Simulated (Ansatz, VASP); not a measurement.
# One calculation of C, two programs

File INCAR:

```
ALGO = Normal
EDIFF = 1E-7
ENCUT = 520
GGA = PS
ISIF = 2
ISMEAR = 0
LASPH = True
LCHARG = False
LREAL = False
LWAVE = False
NBANDS = 16
NELM = 100
PREC = Accurate
SIGMA = 0.15
```

The input KPOINTS:

```
k-points
0
Gamma
  18 18 6
```

The input POSCAR:

```
C
1.0
    2.4587330167      0.0000000000      0.0000000000
   -1.2293665084      2.1293252536      0.0000000000
    0.0000000000      0.0000000000      7.2458067263
C
4
Direct
    0.0422744310      0.2000447555      0.0025000000
   -0.0422744310     -0.2000447555      0.5025000000
    0.3756116995      0.8667300432      0.0025000000
    0.6243883005      0.1332699568      0.5025000000
```

Input for Ansatz:

```yaml
crystal:
  lattice:
    - [2.4587330167, 0.0, 0.0]
    - [-1.2293665084, 2.1293252536, 0.0]
    - [0.0, 0.0, 7.2458067263]
  atoms:
    - { symbol: C, position: [0.042274431, 0.2000447555, 0.0025] }
    - { symbol: C, position: [-0.042274431, -0.2000447555, 0.5025] }
    - { symbol: C, position: [0.3756116995, 0.8667300432, 0.0025] }
    - { symbol: C, position: [0.6243883005, 0.1332699568, 0.5025] }
basis:
  ecutwfc: 520.0
kpoints:
  mp_grid: { grid: [18, 18, 6] }
hamiltonian:
  xc: pbesol
  pseudopotentials: { kind: paw, azcp: { folder: soft_1 } }
scf:
  occupations: { method: gaussian, width: 0.15 }
output:
  forces: true
  stress: true
  eigenvalues: true
  write_density: true
  write_potential: true
  elf: true
  volumetric_format: npy
```

Change from the starting cell: mode 4 frozen in at -0.142 Å and mode 5 at +0.426 Å (largest displacements).

Alike in both runs: task single point; functional PBEsol; k mesh 18 × 18 × 6; occupations gaussian, width 0.15 eV; no spin polarisation.

|  | VASP | Ansatz |
| --- | --- | --- |
| version | VASP 6.6.1 | Ansatz 0.2.0 |
| potentials or method | VASP PAW PBE potentials, release 64 (C), cutoff 520 eV | scalar-relativistic, plane waves, PAW |
| valence electrons in the cell | 16 | 16 |

VASP gave:

- gap on the k mesh at the Fermi level (eV): none
- least direct gap on the mesh (eV): 0.00
- pressure (GPa): 0.7
- traceless stress, the component that is largest in VASP (GPa): -0.56
- rms of the force components (eV/Å): 0.004

**Question.** Which values does Ansatz return?

**Answer.** gap on the k mesh at the Fermi level (eV): none; least direct gap on the mesh (eV): 0.00; pressure (GPa): 0.0; traceless stress, the component that is largest in VASP (GPa): 0.19; rms of the force components (eV/Å): 0.004.

VASP's potentials were made for PBE, not for PBEsol, and Ansatz warns of the same on its side. Atom by atom the forces differ by 0.000 eV/Å (rms over components). A gap of «none» marks a metal or a gap that the smearing closes.

A gap of «none» marks a metal or a gap under the smearing width.
